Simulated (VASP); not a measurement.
# BN (R3m) in VASP: single point with r2SCAN

Aim: the single point of BN with r2SCAN.

Program: VASP 6.6.1. These are calculated values, not measurements. Logs are shortened: lines on timing, memory, paths and dates and some standing lists are left out, and cuts for length are marked.

### 1 The cell of the first run

The structure is trigonal, space group R3m (No. 160). Conventional cell: a = 2.502 Å, b = 2.502 Å, c = 10.119 Å, α = 90.00°, β = 90.00°, γ = 120.00°. B (site symmetry 3m) has 3 N at 1.44 Å within 1.9 Å. Within 1.9 Å of N (site symmetry 3m) lie 3 B at 1.44 Å.

### 2 Single point, r2SCAN

Contents of POSCAR:

```
BN
1.0
    1.2511217832      0.7223354983      3.3729344033
   -1.2511217832      0.7223354983      3.3729344033
    0.0000000000     -1.4446709967      3.3729344033
B N
1 1
Direct
    0.9996712000      0.9996712000      0.9996712000
    0.3327618000      0.3327618000      0.3327618000
```

Contents of INCAR.step1:

```
ALGO     = Normal         # electronic algorithm
EDIFF    = 1E-4           # SCF threshold, eV
ENCUT    = 520            # plane-wave cutoff, eV
GGA      = PE             # functional
ISMEAR   = 0              # smearing method
LASPH    = T              # aspherical terms in the spheres
LCHARG   = F              # write CHGCAR
LREAL    = F              # projectors in reciprocal space
LWAVE    = T              # write WAVECAR
NBANDS   = 11             # bands
NELM     = 100            # most SCF steps
PREC     = Accurate       # precision mode
SIGMA    = 0.05           # smearing width, eV
```

Contents of INCAR.step2:

```
ALGO     = Normal         # electronic algorithm
EDIFF    = 1E-6           # SCF threshold, eV
ENCUT    = 520            # plane-wave cutoff, eV
ISIF     = 2              # what is computed and relaxed
ISMEAR   = 0              # smearing method
ISTART   = 1            
LASPH    = T              # aspherical terms in the spheres
LCHARG   = F              # write CHGCAR
LMIXTAU  = T            
LREAL    = F              # projectors in reciprocal space
LWAVE    = F              # write WAVECAR
METAGGA  = R2SCAN         # meta-GGA
NBANDS   = 11             # bands
NELM     = 100            # most SCF steps
PREC     = Accurate       # precision mode
SIGMA    = 0.05           # smearing width, eV
```

Contents of KPOINTS:

```
k-points
0
Gamma
  12 12 12
```

Potentials or basis: VASP PAW PBE potentials, release 64 (B, N).

Run with:

```console
> cat potpaw_PBE.64/B/POTCAR potpaw_PBE.64/N/POTCAR > POTCAR
> cp INCAR.step1 INCAR
> mpirun -np 1 vasp_std > vasp.out
> cp INCAR.step2 INCAR
> mpirun -np 1 vasp_std > vasp.out
```

OUTCAR:

```text
EDIFF = 1E-6
   ENCUT = 520
   ISIF = 2
   ISMEAR = 0
   ISTART = 1
   LASPH = T
   LREAL = F
   METAGGA = R2SCAN
   NELM = 100
   PREC = Accurate

 ion  position               nearest neighbor table
   1  1.000  1.000  1.000-   2 1.44   2 1.44   2 1.44
   2  0.333  0.333  0.333-   1 1.44   1 1.44   1 1.44

  LATTYP: Found a trigonal (rhomboedric) cell.
 ALAT       =     3.6692997666
 COS(alpha) =     0.7674786796

  Lattice vectors:

 A1 = (   1.2511217832,   0.7223354983,   3.3729344033)
 A2 = (  -1.2511217832,   0.7223354983,   3.3729344033)
 A3 = (   0.0000000000,  -1.4446709967,   3.3729344033)

Analysis of symmetry for initial positions (statically):
=====================================================================
 Subroutine PRICEL returns:
 Original cell was already a primitive cell.

 Routine SETGRP: Setting up the symmetry group for a
 trigonal (rhombohedral) supercell.

 Subroutine GETGRP returns: Found  6 space group operations
 (whereof  6 operations were pure point group operations)
 out of a pool of 12 trial point group operations.

The static configuration has the point symmetry C_3v.

Analysis of symmetry for dynamics (positions and initial velocities):
=====================================================================
 Subroutine PRICEL returns:
 Original cell was already a primitive cell.

 Routine SETGRP: Setting up the symmetry group for a
 trigonal (rhombohedral) supercell.

 Subroutine GETGRP returns: Found  6 space group operations
 (whereof  6 operations were pure point group operations)
 out of a pool of 12 trial point group operations.

The dynamic configuration has the point symmetry C_3v.

 Subroutine INISYM returns: Found  6 space group operations
 (whereof  6 operations are pure point group operations),
 and found     1 'primitive' translations

----------------------------------------------------------------------------------------

                                     Primitive cell

  volume of cell :      18.2893

  direct lattice vectors                    reciprocal lattice vectors
     1.251121783  0.722335498  3.372934403     0.399641351  0.230733042  0.098825916
    -1.251121783  0.722335498  3.372934403    -0.399641351  0.230733042  0.098825916
     0.000000000 -1.444670997  3.372934403     0.000000000 -0.461466083  0.098825916

  length of vectors
     3.669299767  3.669299767  3.669299767     0.471929558  0.471929558  0.471929558

  position of ions in fractional coordinates (direct lattice)
     0.999671200  0.999671200  0.999671200
     0.332761800  0.332761800  0.332761800

  ion indices of the primitive-cell ions
   primitive index   ion index
                 1           1
                 2           2

----------------------------------------------------------------------------------------

 KPOINTS: k-points

Automatic generation of k-mesh.
 Grid dimensions read from file:
 generate k-points for:   12   12   12

 Generating k-lattice:

  Cartesian coordinates                     Fractional coordinates (reciprocal lattice)
     0.033303446  0.019227753  0.008235493     0.083333333  0.000000000  0.000000000
    -0.033303446  0.019227753  0.008235493     0.000000000  0.083333333  0.000000000
     0.000000000 -0.038455507  0.008235493     0.000000000  0.000000000  0.083333333

  Length of vectors
     0.039327463  0.039327463  0.039327463

  Shift w.r.t. Gamma in fractional coordinates (k-lattice)
     0.000000000  0.000000000  0.000000000

 Subroutine IBZKPT returns following result:
 ===========================================

 Found    189 irreducible k-points:

 Following reciprocal coordinates:
            Coordinates               Weight
  0.000000  0.000000  0.000000      1.000000
  0.083333  0.000000 -0.000000      6.000000
  0.166667  0.000000  0.000000      6.000000
  0.250000  0.000000 -0.000000      6.000000
  0.333333 -0.000000 -0.000000      6.000000
  0.416667 -0.000000 -0.000000      6.000000
[... 16 lines left out ...]
  0.500000  0.166667  0.000000     12.000000
 -0.416667  0.166667  0.000000     12.000000
 [... further k-points ...]
   k-points           NKPTS =    189   k-points in BZ     NKDIM =    189   number of bands    NBANDS=     11
   number of dos      NEDOS =    301   number of ions     NIONS =      2
   total plane-waves  NPLWV =  21952
   dimension x,y,z NGX =    28 NGY =   28 NGZ =   28
   dimension x,y,z NGXF=    56 NGYF=   56 NGZF=   56
   ions per type =               1   1
   NGX,Y,Z   is equivalent  to a cutoff of  12.69, 12.69, 12.69 a.u.
   NGXF,Y,Z  is equivalent  to a cutoff of  25.37, 25.37, 25.37 a.u.
 SYSTEM =  unknown system
   PREC   = accura    normal or accurate (medium, high low for compatibility)
   ISTART =      1    job   : 0-new  1-cont  2-samecut
   ICHARG =      0    charge: 1-file 2-atom 10-const
   ISPIN  =      1    spin polarized calculation?
   LNONCOLLINEAR =      F non collinear calculations
   LSORBIT =      F    spin-orbit coupling
   LASPH  =      T    aspherical Exc in radial PAW
   ENCUT  =  520.0 eV  38.22 Ry    6.18 a.u.   6.82  6.82  6.82*2*pi/ulx,y,z
   NELM   =    100;   NELMIN=  2; NELMDL=  0     # of ELM steps
   EDIFF  = 0.1E-05   stopping-criterion for ELM
   LREAL  =      F    real-space projection
   EDIFFG = 0.1E-04   stopping-criterion for IOM
   NSW    =      0    number of steps for IOM
   IBRION =     -1    ionic relax: 0-MD 1-quasi-New 2-CG
   NFREE  =      0    steps in history (QN), initial steepest desc. (CG)
   ISIF   =      2    stress and relaxation
   ISYM   =      2    0-nonsym 1-usesym 2-fastsym
   POTIM  = 0.5000    time-step for ionic-motion
   TEBEG  =    0.0;   TEEND  =   0.0 temperature during run
   PSTRESS=    0.0 pullay stress
   NELECT =       8.0000    total number of electrons
   NUPDOWN=      -1.0000    fix difference up-down
   EMIN   =  10.00;   EMAX   =-10.00  energy-range for DOS
   EFERMI =   0.00;   METHOD = LEGACY
   ISMEAR =     0;   SIGMA  =   0.05  broadening in eV -4-tet -1-fermi 0-gaus
   EFERMI_NEDOS =   21; number of points for ismear=-14 and -15
   IALGO  =     38    algorithm
   IMIX   =      4    mixing-type and parameters
     AMIX     =   0.40;   BMIX     =  1.00
     AMIX_MAG =   1.60;   BMIX_MAG =  1.00
  volume/ion in A,a.u.               =       9.14        61.71
  Fermi-wavevector in a.u.,A,eV,Ry     =   1.242717  2.348395 21.012099  1.544346
  Thomas-Fermi vector in A             =   2.377059
   LORBIT       =      0    0 simple, 1 ext, 2 COOP (PROOUT), +10 PAW based schemes
   METAGGA = R2SCAN    functional components
   LHFCALC =     F    Hartree Fock is set to
   AEXX    =    0.0000 exact exchange contribution
   IVDW    =     0    specifies the selected vdW correction
   LEPSILON=     F    determine dielectric tensor
   LRPA    =     F    only Hartree local field effects (RPA)
 non-spin polarized calculation
 Gauss-broadening in eV      SIGMA  =   0.05
  energy-cutoff  :      520.00
  volume of cell :       18.29
 maximum number of plane-waves:       517
   NGX = 13   NGY = 13   NGZ = 13

 number of electron       8.0000000 magnetization

 Free energy of the ion-electron system (eV)
  ---------------------------------------------------
  ext. energy  EPLUGINS =         0.00000000
  ---------------------------------------------------
  free energy    TOTEN  =       -19.29797183 eV

  energy without entropy =      -19.29797183  energy(sigma->0) =      -19.29797183

 E-fermi :   2.1014     XC(G=0): -10.6386

 val. band max:        1.8737435637   @ k =  -0.3333   0.3333   0.0000
 cond. band min:       6.7100383360   @ k =   0.5000   0.5000  -0.0000
 fundamental gap:      4.8362947723
 Fermi energy:         2.1013621359

 k-point     1 :       0.0000    0.0000    0.0000
  band No.  band energies     occupation
      1     -16.8991      2.00000
      2      -2.4077      2.00000
      3       0.5643      2.00000
      4       0.5643      2.00000
      5       7.4116      0.00000
      6      14.3096      0.00000
      7      14.3096      0.00000
      8      16.3047      0.00000
      9      17.5417      0.00000
     10      29.3458      0.00000
     11      31.2541      0.00000

 k-point     2 :       0.0833    0.0000   -0.0000
  band No.  band energies     occupation
      1     -16.7556      2.00000
      2      -2.2519      2.00000
      3      -0.0328      2.00000
      4       0.2968      2.00000
      5       7.7031      0.00000
      6      14.2490      0.00000
      7      14.9341      0.00000
      8      15.7781      0.00000
      9      17.9997      0.00000
     10      29.0513      0.00000
     11      29.7823      0.00000

 k-point     3 :       0.1667    0.0000    0.0000
  band No.  band energies     occupation
      1     -16.3337      2.00000
      2      -1.8036      2.00000
      3      -1.5166      2.00000
      4      -0.3556      2.00000
      5       8.4727      0.00000
      6      14.1037      0.00000
      7      14.4015      0.00000
      8      16.6348      0.00000
      9      19.1172      0.00000
     10      26.1480      0.00000
     11      28.3922      0.00000

 k-point     4 :       0.2500    0.0000   -0.0000
  band No.  band energies     occupation
      1     -15.6642      2.00000
      2      -3.4212      2.00000
      3      -1.1134      2.00000
      4      -1.0468      2.00000
      5       9.5317      0.00000
      6      12.5416      0.00000
      7      14.0330      0.00000
      8      19.0536      0.00000
      9      20.2868      0.00000
     10      23.9263      0.00000
     11      26.7169      0.00000

 k-point     5 :       0.3333   -0.0000   -0.0000
  band No.  band energies     occupation
      1     -14.8233      2.00000
      2      -5.2965      2.00000
      3      -1.7651      2.00000
      4      -0.1050      2.00000
      5       9.8918      0.00000
      6      11.4913      0.00000
      7      14.1182      0.00000
      8      20.2361      0.00000
      9      21.7842      0.00000
     10      23.1672      0.00000
     11      25.5050      0.00000
[... 211 lines left out ...]
 k-point    21 :       0.3333    0.1667   -0.0000
  band No.  band energies     occupation
      1     -15.2492      2.00000
      2      -3.8529      2.00000
      3      -2.1315      2.00000
      4      -0.9297      2.00000
      5      10.3007      0.00000
      6      12.4006      0.00000
      7      15.2339      0.00000
      8      17.7561      0.00000
      9      21.1430      0.00000
     10      22.7370      0.00000
     11      27.3904      0.00000

 k-point    22 :       0.4167    0.1667    0.0000
  band No.  band energies     occupation
      1     -14.4496      2.00000
      2      -5.2910      2.00000
      3      -3.0249      2.00000
      4      -0.0169      2.00000
      5       9.5371      0.00000
      6      13.1043      0.00000
      7      15.7662      0.00000
      8      18.3428      0.00000
      9      19.9839      0.00000
     10      23.4353      0.00000
     11      26.3648      0.00000

 k-point    23 :       0.5000    0.1667    0.0000
  band No.  band energies     occupation
      1     -13.6922      2.00000
      2      -6.5399      2.00000
      3      -3.5657      2.00000
      4       0.9574      2.00000
      5       8.3506      0.00000
      6      14.0892      0.00000
      7      15.9950      0.00000
      8      17.8808      0.00000
      9      20.0791      0.00000
     10      23.3263      0.00000
     11      26.6429      0.00000

 k-point    24 :      -0.4167    0.1667    0.0000
  band No.  band energies     occupation
      1     -13.3614      2.00000
      2      -7.0568      2.00000
      3      -3.7459      2.00000
      4       1.5623      2.00000
      5       7.7492      0.00000
      6      14.1275      0.00000
      7      16.2004      0.00000
      8      17.0314      0.00000
      9      20.4961      0.00000
     10      24.1093      0.00000
     11      26.3752      0.00000

 [... further k-points ...]
[... 5 lines left out ...]
  --------------------------------------------------------------------------------------
  -------------------------------------------------------------------------------------
  Total        0.0040465      0.0040465      0.0163605      0.0000000     -0.0000000      0.0000000
  in kB        0.3544803      0.3544803      1.4332055      0.0000000     -0.0000000      0.0000000
  external PRESSURE =       0.7140554 kB  Pullay stress =       0.0000000 kB

 VOLUME and BASIS-vectors are now :
 -----------------------------------------------------------------------------
  energy-cutoff  :      520.00
  volume of cell :       18.29
      direct lattice vectors                 reciprocal lattice vectors
     1.251121783  0.722335498  3.372934403     0.399641351  0.230733042  0.098825916
    -1.251121783  0.722335498  3.372934403    -0.399641351  0.230733042  0.098825916
     0.000000000 -1.444670997  3.372934403     0.000000000 -0.461466083  0.098825916

 POSITION                                       TOTAL-FORCE (eV/Angst)
 -----------------------------------------------------------------------------------
      0.00000     -0.00000     10.11548         0.000000      0.000000     -0.007984
      0.00000     -0.00000      3.36715         0.000000     -0.000000      0.007984
 -----------------------------------------------------------------------------------
    total drift:                                0.000000     -0.000000      0.000175

  FREE ENERGIE OF THE ION-ELECTRON SYSTEM (eV)
  ---------------------------------------------------
  free  energy   TOTEN  =       -19.2979718286 eV

  energy  without entropy=      -19.2979718286  energy(sigma->0) =      -19.29797183
```

Wall time 94 s (1 thread of Intel Xeon 6975P-C (Granite Rapids), shared host); peak memory 0.18 GiB.

Results:

```yaml
Free_energy: -19.2980 eV
Pressure: 0.1 GPa
Largest_force: 0.008 eV/Å
Band_gap_on_the_k_mesh: 4.84 eV, indirect (least direct gap 5.39 eV)
```

Forces on the atoms (eV/Å):
```
B    0.000  0.000 -0.008
N    0.000  0.000  0.008
```

Stress tensor (GPa, compression positive):
```
0.04 0.00 0.00
0.00 0.04 0.00
0.00 0.00 0.14
```

Caveat: the PAW data sets were made with another functional, which shifts forces and pressure a little. A k mesh can miss the band edges.
